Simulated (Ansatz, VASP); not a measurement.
## Cu: VASP beside Ansatz

INCAR

```
SYSTEM = Cu
PREC     = Accurate       ! precision mode
ENCUT    = 520            ! plane-wave cutoff, eV
EDIFF    = 1E-6           ! SCF threshold, eV
ISMEAR   = -1             ! smearing method
SIGMA    = 0.05           ! smearing width, eV
LREAL    = .FALSE.        ! projectors in reciprocal space
LASPH    = .TRUE.         ! aspherical terms in the spheres
NELM     = 100            ! most SCF steps
ALGO     = Normal         ! electronic algorithm
ISIF     = 2              ! what is computed and relaxed
LWAVE    = .FALSE.        ! write WAVECAR
LCHARG   = .TRUE.         ! write CHGCAR
GGA      = PE             ! functional
LELF     = .TRUE.         ! ELF
LVHAR    = .TRUE.       
NBANDS   = 12             ! bands
```

File KPOINTS:

```
regular mesh
0
G
  16 16 16
  0 0 0
```

The input POSCAR:

```
Cu
1.0
    2.3648146126      0.0000000000      0.0000000000
    0.0000000000      2.3648146126      0.0000000000
    0.0000000000      0.0000000000      2.3648146126
Cu
1
Direct
    0.0000000000      0.0000000000      0.0000000000
```

Input for Ansatz:

```yaml
crystal:
  lattice:
    - [2.3648146126, 0.0, 0.0]
    - [0.0, 2.3648146126, 0.0]
    - [0.0, 0.0, 2.3648146126]
  atoms:
    - { symbol: Cu, position: [0.0, 0.0, 0.0] }
kpoints:
  mp_grid: { grid: [16, 16, 16] }
scf:
  occupations: { method: fermi_dirac, width: 0.05 }
hamiltonian:
  xc: pbe
  pseudopotentials: { kind: all_electron, lapw: { basis_error: 0.001 } }
output:
  forces: true
  stress: true
  eigenvalues: true
  populations: true
```

Change from the starting cell: volume scaled by 0.95, LAPW.

Alike in both runs: task single point; functional PBE; k mesh 16 × 16 × 16; occupations fermi-dirac, width 0.05 eV; no spin polarisation.

|  | VASP | Ansatz |
| --- | --- | --- |
| version | VASP 6.6.1 | Ansatz 0.2.0 |
| potentials or method | VASP PAW PBE potentials, release 64 (Cu), cutoff 520 eV | all-electron LAPW, scalar-relativistic |

Ansatz gave:

```
pressure (GPa) : 6.1
```

Question: Estimate VASP's values.

Answer: Pressure (GPa): 6.6.

Ansatz ran all-electron here, and VASP with PAW potentials.
